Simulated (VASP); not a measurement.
Set up this calculation in VASP 6.6.1, as the native input.

- Task: single point
- Functional: LDA
- Potentials or basis: VASP PAW LDA potentials, release 64 (Ir)
- Cutoff: 500 eV
- k mesh: 5 × 5 × 5
- Occupations: fermi-dirac, width 0.15 eV
- Spin: no spin polarisation
- Dipole correction: no
- Further INCAR settings: ALGO = Normal; EDIFF = 1e-06; NBANDS = 10

The structure of Ir lies in POSCAR:

```
Ir
1.0
    0.0000000000      1.9132684393      1.9132684393
    1.9132684393      0.0000000000      1.9132684393
    1.9132684393      1.9132684393      0.0000000000
Ir
1
Direct
    0.0000000000      0.0000000000      0.0000000000
```

One way to write it, as run:

INCAR

```
SYSTEM = Ir
ALGO = Normal
EDIFF = 1E-6
ENCUT = 500
GGA_COMPAT = .False.
ISIF = 2
ISMEAR = -1
LASPH = .True.
LCHARG = .False.
LREAL = .False.
LWAVE = .False.
NBANDS = 10
NELM = 120
PREC = Accurate
SIGMA = 0.15
```

KPOINTS

```
k-points
0
Gamma
  5 5 5
  0 0 0
```

Potentials or basis: VASP PAW LDA potentials, release 64 (Ir).

The run is started by

```console
$ cat potpaw_LDA.64/Ir/POTCAR > POTCAR
$ mpirun -np 1 vasp_std > vasp.out
```

Results of the run:

```json
{"Pressure": "3.1 GPa"}
```

Caveat: the k points lie up to 0.57 Å⁻¹ apart.

Wall time 2 s on 1 thread of Intel Xeon 6975P-C, on a shared host, peak memory 0.12 GiB.
